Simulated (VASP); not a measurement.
A run of VASP 6.6.1 is set up as follows.

Contents of INCAR:

```
PREC = Accurate ; ENCUT = 520
EDIFF = 1E-7 ; ISMEAR = 0
SIGMA = 0.1 ; LREAL = F
LASPH = T ; NELM = 80
ALGO = Fast ; ISIF = 2
LWAVE = F ; LCHARG = F
LDIPOL = T ; IDIPOL = 3
DIPOL = 0.5 0.5 0.307 ; GGA = PE
NBANDS = 69
```

The input KPOINTS:

```
regular mesh
0
Gamma
  6 6 1
```

The input POSCAR:

```
Pb8O
1.0
    7.1295023335      0.0000000000      0.0000000000
   -3.5647511668      6.1743301372      0.0000000000
    0.0000000000      0.0000000000     18.1234889141
Pb O
8 1
Direct
    0.3333333333      0.1666666667      0.2207080557
    0.3333333333      0.6666666667      0.2207080557
    0.8333333333      0.1666666667      0.2207080557
    0.8333333333      0.6666666667      0.2207080557
    0.1666666667      0.3333333333      0.3654643400
    0.1666666667      0.8333333333      0.3654643400
    0.6666666667      0.3333333333      0.3654643400
    0.6666666667      0.8333333333      0.3654643400
    0.3333333333      0.6666666667      0.4197861630
```

Potentials or basis: VASP PAW PBE potentials, release 64 (Pb_d, O).

Command:

```console
$ cat potpaw_PBE.64/Pb_d/POTCAR potpaw_PBE.64/O/POTCAR > POTCAR
$ mpirun -np 1 vasp_std > vasp.out
```

Problem. Predict the band gap on the k mesh.

Solution. Zero (bands 59 and 60 overlap by 0.31 eV).

Problem. What does it give for the largest force?

Solution. 0.690 eV/Å.

Forces on the atoms (eV/Å):
```
Pb   0.311  0.180 -0.328
Pb   0.000  0.000 -0.690
Pb  -0.311  0.180 -0.328
Pb   0.000 -0.360 -0.328
Pb   0.000 -0.232  0.520
Pb  -0.201  0.116  0.520
Pb   0.000  0.000  0.092
Pb   0.201  0.116  0.520
O    0.000  0.000  0.022
```

Caveat: spin-orbit coupling is left out, which moves the levels of the heavy elements.
